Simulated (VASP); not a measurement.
# Ge (Fm-3m) in VASP: single point with r2SCAN

Aim: the single point of Ge with r2SCAN.

Program: VASP 6.6.1. These are calculated values, not measurements. Logs are shortened: lines on timing, memory, paths and dates and some standing lists are left out, and cuts for length are marked.

### Step 1. The cell of the first run

It takes space group Fm-3m (No. 225, cubic). Conventional cell: a = 4.107 Å, b = 4.107 Å, c = 4.107 Å, α = 90.00°, β = 90.00°, γ = 90.00°. Ge (site symmetry m-3m) has 12 Ge at 2.90 Å within 3.8 Å.

### Step 2. Single point, r2SCAN

Contents of POSCAR:

```
Ge
1.0
    0.0000000000      2.0533280000      2.0533280000
    2.0533280000      0.0000000000      2.0533280000
    2.0533280000      2.0533280000      0.0000000000
Ge
1
Direct
    0.0000000000      0.0000000000      0.0000000000
```

Contents of INCAR.step1:

```
SYSTEM = Ge
  PREC = Accurate
  ENCUT = 550
  ISMEAR = -1
  SIGMA = 0.1
  LREAL = .FALSE.
  LASPH = .TRUE.
  NELM = 120
  NBANDS = 13
  GGA = PE
  ALGO = Normal
  EDIFF = 1E-5
  LWAVE = .TRUE.
  LCHARG = .FALSE.
  GGA_COMPAT = .FALSE.
```

Contents of INCAR.step2:

```
SYSTEM = Ge
  PREC = Accurate
  ENCUT = 550
  EDIFF = 1E-6
  ISMEAR = -1
  SIGMA = 0.1
  LREAL = .FALSE.
  LASPH = .TRUE.
  NELM = 120
  ALGO = Normal
  ISIF = 2
  LWAVE = .FALSE.
  LCHARG = .TRUE.
  METAGGA = R2SCAN
  LMIXTAU = .TRUE.
  LELF = .TRUE.
  LVHAR = .TRUE.
  NBANDS = 13
  ISTART = 1
  GGA_COMPAT = .FALSE.
```

Contents of KPOINTS:

```
regular mesh
0
G
  7 7 7
  0 0 0
```

Potentials or basis: VASP PAW PBE potentials, release 64 (Ge_d).

Started as:

```bash
cat potpaw_PBE.64/Ge_d/POTCAR > POTCAR
cp INCAR.step1 INCAR
mpirun -np 1 vasp_std > vasp.out
cp INCAR.step2 INCAR
mpirun -np 1 vasp_std > vasp.out
```

OUTCAR:

```text
SYSTEM = Ge
   PREC = Accurate
   ENCUT = 550
   EDIFF = 1E-6
   ISMEAR = -1
   LREAL = .FALSE.
   LASPH = .TRUE.
   NELM = 120
   ISIF = 2
   METAGGA = R2SCAN
   ISTART = 1

 ion  position               nearest neighbor table
   1  0.000  0.000  0.000-

  LATTYP: Found a face centered cubic cell.
 ALAT       =     4.1066560000

  Lattice vectors:

 A1 = (   0.0000000000,   2.0533280000,   2.0533280000)
 A2 = (   2.0533280000,   0.0000000000,   2.0533280000)
 A3 = (   2.0533280000,   2.0533280000,   0.0000000000)

Analysis of symmetry for initial positions (statically):
=====================================================================
 Subroutine PRICEL returns:
 Original cell was already a primitive cell.

 Routine SETGRP: Setting up the symmetry group for a
 face centered cubic supercell.

 Subroutine GETGRP returns: Found 48 space group operations
 (whereof 48 operations were pure point group operations)
 out of a pool of 48 trial point group operations.

The static configuration has the point symmetry O_h .

Analysis of symmetry for dynamics (positions and initial velocities):
=====================================================================
 Subroutine PRICEL returns:
 Original cell was already a primitive cell.

 Routine SETGRP: Setting up the symmetry group for a
 face centered cubic supercell.

 Subroutine GETGRP returns: Found 48 space group operations
 (whereof 48 operations were pure point group operations)
 out of a pool of 48 trial point group operations.

The dynamic configuration has the point symmetry O_h .

 Subroutine INISYM returns: Found 48 space group operations
 (whereof 48 operations are pure point group operations),
 and found     1 'primitive' translations

----------------------------------------------------------------------------------------

                                     Primitive cell

  volume of cell :      17.3143

  direct lattice vectors                    reciprocal lattice vectors
     0.000000000  2.053328000  2.053328000    -0.243507126  0.243507126  0.243507126
     2.053328000  0.000000000  2.053328000     0.243507126 -0.243507126  0.243507126
     2.053328000  2.053328000  0.000000000     0.243507126  0.243507126 -0.243507126

  length of vectors
     2.903844306  2.903844306  2.903844306     0.421766714  0.421766714  0.421766714

  position of ions in fractional coordinates (direct lattice)
     0.000000000  0.000000000  0.000000000

  ion indices of the primitive-cell ions
   primitive index   ion index
                 1           1

----------------------------------------------------------------------------------------

 KPOINTS: regular mesh

Automatic generation of k-mesh.
 Grid dimensions read from file:
 generate k-points for:    7    7    7

 Generating k-lattice:

  Cartesian coordinates                     Fractional coordinates (reciprocal lattice)
    -0.034786732  0.034786732  0.034786732     0.142857143  0.000000000  0.000000000
     0.034786732 -0.034786732  0.034786732     0.000000000  0.142857143  0.000000000
     0.034786732  0.034786732 -0.034786732     0.000000000  0.000000000  0.142857143

  Length of vectors
     0.060252388  0.060252388  0.060252388

  Shift w.r.t. Gamma in fractional coordinates (k-lattice)
     0.000000000  0.000000000  0.000000000

 Subroutine IBZKPT returns following result:
 ===========================================

 Found     20 irreducible k-points:

 Following reciprocal coordinates:
            Coordinates               Weight
  0.000000  0.000000  0.000000      1.000000
  0.142857  0.000000  0.000000      8.000000
  0.285714  0.000000  0.000000      8.000000
  0.428571  0.000000  0.000000      8.000000
  0.142857  0.142857  0.000000      6.000000
  0.285714  0.142857  0.000000     24.000000
[... 12 lines left out ...]
 -0.428571  0.428571  0.142857     24.000000
 -0.285714  0.428571  0.142857     24.000000
   k-points           NKPTS =     20   k-points in BZ     NKDIM =     20   number of bands    NBANDS=     13
   number of dos      NEDOS =    301   number of ions     NIONS =      1
   total plane-waves  NPLWV =  13824
   dimension x,y,z NGX =    24 NGY =   24 NGZ =   24
   dimension x,y,z NGXF=    48 NGYF=   48 NGZF=   48
   ions per type =               1
   NGX,Y,Z   is equivalent  to a cutoff of  13.74, 13.74, 13.74 a.u.
   NGXF,Y,Z  is equivalent  to a cutoff of  27.48, 27.48, 27.48 a.u.
 SYSTEM =  Ge
   PREC   = accura    normal or accurate (medium, high low for compatibility)
   ISTART =      1    job   : 0-new  1-cont  2-samecut
   ICHARG =      0    charge: 1-file 2-atom 10-const
   ISPIN  =      1    spin polarized calculation?
   LNONCOLLINEAR =      F non collinear calculations
   LSORBIT =      F    spin-orbit coupling
   LASPH  =      T    aspherical Exc in radial PAW
   ENCUT  =  550.0 eV  40.42 Ry    6.36 a.u.   5.55  5.55  5.55*2*pi/ulx,y,z
   NELM   =    120;   NELMIN=  2; NELMDL=  0     # of ELM steps
   EDIFF  = 0.1E-05   stopping-criterion for ELM
   LREAL  =      F    real-space projection
   EDIFFG = 0.1E-04   stopping-criterion for IOM
   NSW    =      0    number of steps for IOM
   IBRION =     -1    ionic relax: 0-MD 1-quasi-New 2-CG
   NFREE  =      0    steps in history (QN), initial steepest desc. (CG)
   ISIF   =      2    stress and relaxation
   ISYM   =      2    0-nonsym 1-usesym 2-fastsym
   POTIM  = 0.5000    time-step for ionic-motion
   TEBEG  =    0.0;   TEEND  =   0.0 temperature during run
   PSTRESS=    0.0 pullay stress
   NELECT =      14.0000    total number of electrons
   NUPDOWN=      -1.0000    fix difference up-down
   EMIN   =  10.00;   EMAX   =-10.00  energy-range for DOS
   EFERMI =   0.00;   METHOD = LEGACY
   ISMEAR =    -1;   SIGMA  =   0.10  broadening in eV -4-tet -1-fermi 0-gaus
   EFERMI_NEDOS =   21; number of points for ismear=-14 and -15
   IALGO  =     38    algorithm
   IMIX   =      4    mixing-type and parameters
     AMIX     =   0.40;   BMIX     =  1.00
     AMIX_MAG =   1.60;   BMIX_MAG =  1.00
  volume/ion in A,a.u.               =      17.31       116.84
  Fermi-wavevector in a.u.,A,eV,Ry     =   1.525162  2.882137 31.648753  2.326118
  Thomas-Fermi vector in A             =   2.633370
   LORBIT       =      0    0 simple, 1 ext, 2 COOP (PROOUT), +10 PAW based schemes
   METAGGA = R2SCAN    functional components
   LHFCALC =     F    Hartree Fock is set to
   AEXX    =    0.0000 exact exchange contribution
   IVDW    =     0    specifies the selected vdW correction
   LEPSILON=     F    determine dielectric tensor
   LRPA    =     F    only Hartree local field effects (RPA)
 non-spin polarized calculation
  energy-cutoff  :      550.00
  volume of cell :       17.31
 maximum number of plane-waves:       531
 NGX is ok and might be reduce to    24
   NGX = 11   NGY = 11   NGZ = 11

 number of electron      14.0000006 magnetization

 Free energy of the ion-electron system (eV)
  ---------------------------------------------------
  ext. energy  EPLUGINS =         0.00000000
  ---------------------------------------------------
  free energy    TOTEN  =       -13.25495241 eV

  energy without entropy =      -13.23933469  energy(sigma->0) =      -13.24714355

 E-fermi :   7.7520     XC(G=0): -12.9732

 val. band max:        7.7354795825   @ k =  -0.4286   0.4286   0.1429
 cond. band min:       8.6870103022   @ k =   0.4286   0.2857   0.1429
 fundamental gap:      0.9515307197
 Fermi energy:         7.7520167775

 k-point     1 :       0.0000    0.0000    0.0000
  band No.  band energies     occupation
      1     -17.8566      2.00000
      2     -17.8566      2.00000
      3     -17.8566      2.00000
      4     -17.7872      2.00000
      5     -17.7872      2.00000
      6      -7.0048      2.00000
      7      18.1001      0.00000
      8      18.1001      0.00000
      9      18.1001      0.00000
     10      23.0213      0.00000
     11      23.0213      0.00000
     12      23.0213      0.00000
     13      23.9551      0.00000

 k-point     2 :       0.1429    0.0000    0.0000
  band No.  band energies     occupation
      1     -17.8574      2.00000
      2     -17.8445      2.00000
      3     -17.8445      2.00000
      4     -17.7862      2.00000
      5     -17.7862      2.00000
      6      -6.4277      2.00000
      7      13.6595      0.00000
      8      17.2787      0.00000
      9      17.2787      0.00000
     10      21.6730      0.00000
     11      24.3587      0.00000
     12      24.3587      0.00000
     13      27.4843      0.00000

 k-point     3 :       0.2857    0.0000    0.0000
  band No.  band energies     occupation
      1     -17.8617      2.00000
      2     -17.8404      2.00000
      3     -17.8404      2.00000
      4     -17.7607      2.00000
      5     -17.7607      2.00000
      6      -4.6965      2.00000
      7       7.6811      1.34024
      8      16.2173      0.00000
      9      16.2173      0.00000
     10      21.2393      0.00000
     11      23.2567      0.00000
     12      23.2567      0.00000
     13      25.3215      0.00000

 k-point     4 :       0.4286    0.0000    0.0000
  band No.  band energies     occupation
      1     -17.8674      2.00000
      2     -17.8497      2.00000
      3     -17.8497      2.00000
      4     -17.7275      2.00000
      5     -17.7275      2.00000
      6      -1.9026      2.00000
      7       2.6539      2.00000
      8      15.6857      0.00000
      9      15.6857      0.00000
     10      21.4446      0.00000
     11      21.7338      0.00000
     12      21.7338      0.00000
     13      23.3098      0.00000

 k-point     5 :       0.1429    0.1429    0.0000
  band No.  band energies     occupation
      1     -17.8724      2.00000
      2     -17.8292      2.00000
      3     -17.8292      2.00000
      4     -17.8037      2.00000
      5     -17.7760      2.00000
      6      -6.2355      2.00000
      7      15.3694      0.00000
      8      15.3694      0.00000
      9      15.9471      0.00000
     10      19.1492      0.00000
     11      22.8185      0.00000
     12      26.8907      0.00000
     13      26.8907      0.00000
[... 193 lines left out ...]
 k-point    18 :      -0.4286    0.2857    0.1429
  band No.  band energies     occupation
      1     -17.8601      2.00000
      2     -17.8456      2.00000
      3     -17.7961      2.00000
      4     -17.7660      2.00000
      5     -17.7288      2.00000
      6      -0.4176      2.00000
      7       4.1365      2.00000
      8       8.8931      0.00002
      9      11.2701      0.00000
     10      20.3644      0.00000
     11      22.9325      0.00000
     12      26.3137      0.00000
     13      30.9462      0.00000

 k-point    19 :      -0.4286    0.4286    0.1429
  band No.  band energies     occupation
      1     -17.8963      2.00000
      2     -17.8661      2.00000
      3     -17.7676      2.00000
      4     -17.7381      2.00000
      5     -17.7141      2.00000
      6       0.5716      2.00000
      7       5.4102      2.00000
      8       7.7355      1.08250
      9       8.7338      0.00011
     10      19.2747      0.00000
     11      19.3938      0.00000
     12      28.6845      0.00000
     13      33.5687      0.00000

 k-point    20 :      -0.2857    0.4286    0.1429
  band No.  band energies     occupation
      1     -17.8697      2.00000
      2     -17.8295      2.00000
      3     -17.8014      2.00000
      4     -17.7645      2.00000
      5     -17.7148      2.00000
      6       2.1237      2.00000
      7       4.6443      2.00000
      8       5.1859      2.00000
      9       9.1196      0.00000
     10      20.0881      0.00000
     11      24.8748      0.00000
     12      26.7385      0.00000
     13      27.7975      0.00000

------------------------ aborting loop because EDIFF is reached ----------------------------------------

  FORCE on cell =-STRESS in cart. coord.  units (eV):
  Direction    XX          YY          ZZ          XY          YZ          ZX
  --------------------------------------------------------------------------------------
  -------------------------------------------------------------------------------------
  Total        0.8475662      0.8475662      0.8475662     -0.0000000      0.0000000      0.0000000
  in kB       78.4294640     78.4294640     78.4294640     -0.0000000      0.0000000      0.0000000
  external PRESSURE =      78.4294640 kB  Pullay stress =       0.0000000 kB

 VOLUME and BASIS-vectors are now :
 -----------------------------------------------------------------------------
  energy-cutoff  :      550.00
  volume of cell :       17.31
      direct lattice vectors                 reciprocal lattice vectors
     0.000000000  2.053328000  2.053328000    -0.243507126  0.243507126  0.243507126
     2.053328000  0.000000000  2.053328000     0.243507126 -0.243507126  0.243507126
     2.053328000  2.053328000  0.000000000     0.243507126  0.243507126 -0.243507126

 POSITION                                       TOTAL-FORCE (eV/Angst)
 -----------------------------------------------------------------------------------
      0.00000      0.00000      0.00000         0.000000      0.000000      0.000000
 -----------------------------------------------------------------------------------
    total drift:                                0.000000      0.000000     -0.000000

  FREE ENERGIE OF THE ION-ELECTRON SYSTEM (eV)
  ---------------------------------------------------
  free  energy   TOTEN  =       -13.2549524057 eV

  energy  without entropy=      -13.2393346945  energy(sigma->0) =      -13.24714355
```

Wall time 46 s (1 thread of Intel Xeon 8259CL, shared host); peak memory 0.14 GiB.

Results:

- Free energy: -13.2550 eV
- Pressure: 7.8 GPa
- Band gap on the k mesh: zero (band 7 reaches 18.10 eV, above the bottom of band 8 at 5.19 eV)

Caveat: the k points lie up to 0.38 Å⁻¹ apart; the PAW data sets were made with another functional, which shifts forces and pressure a little.
